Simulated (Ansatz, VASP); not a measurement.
**Tl in VASP and in Ansatz**

```
Tl
1.0
     3.23994    0.00000    0.00000
     0.00000    3.23994    0.00000
     0.00000    0.00000    3.23994
Tl
1
Direct
  0.00000 0.00000 0.00000
```

Alike in both runs: task relaxation of cell and atoms; functional PBE; k mesh 13 × 13 × 13; occupations fermi-dirac, width 0.05 eV; no spin polarisation.

|  | VASP | Ansatz |
| --- | --- | --- |
| version | VASP 6.6.1 | Ansatz 0.2.0 |
| potentials or method | VASP PAW PBE potentials, release 64 (Tl_d) | PAW with Ansatz's default frozen-core files, scalar-relativistic |
| plane-wave cutoff (eV) | 600 | 420 |
| valence electrons in the cell | 13 | 13 |

```tsv
	VASP	Ansatz	Ansatz less VASP
relaxed volume (Å³/atom)	34.38	34.37	-0.017
relaxed cell length with the largest relative difference (Å)	3.252	3.251	-0.0005
```

Neither program's run includes spin-orbit coupling.
